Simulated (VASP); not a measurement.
Pd:

```xyz
1
Lattice="0.0000 1.9211 1.9211 1.9211 0.0000 1.9211 1.9211 1.9211 0.0000" Properties=species:S:1:pos:R:3 pbc="T T T"
Pd    0.0000    0.0000    0.0000
```

Base run:

| Quantity | Value |
| --- | --- |
| Program | VASP 6.6.1 |
| Functional | LDA |
| Potentials or basis | VASP PAW LDA potentials, release 64 (Pd) |
| Cutoff | 520 eV |
| k mesh | 14 × 14 × 14 |
| Occupations | fermi-dirac, width 1 eV |
| Spin | no spin polarisation |

Its results: band gap on the k mesh zero (band 5 reaches 10.55 eV, above the bottom of band 6 at 8.82 eV); pressure 14.4 GPa.

The run is repeated on the same cell with these changes: occupations from fermi-dirac, width 1 eV to fermi-dirac, width 0.3 eV. What comes out?

Band gap on the k mesh zero (band 5 reaches 10.60 eV, above the bottom of band 6 at 8.89 eV); pressure 1.8 GPa.
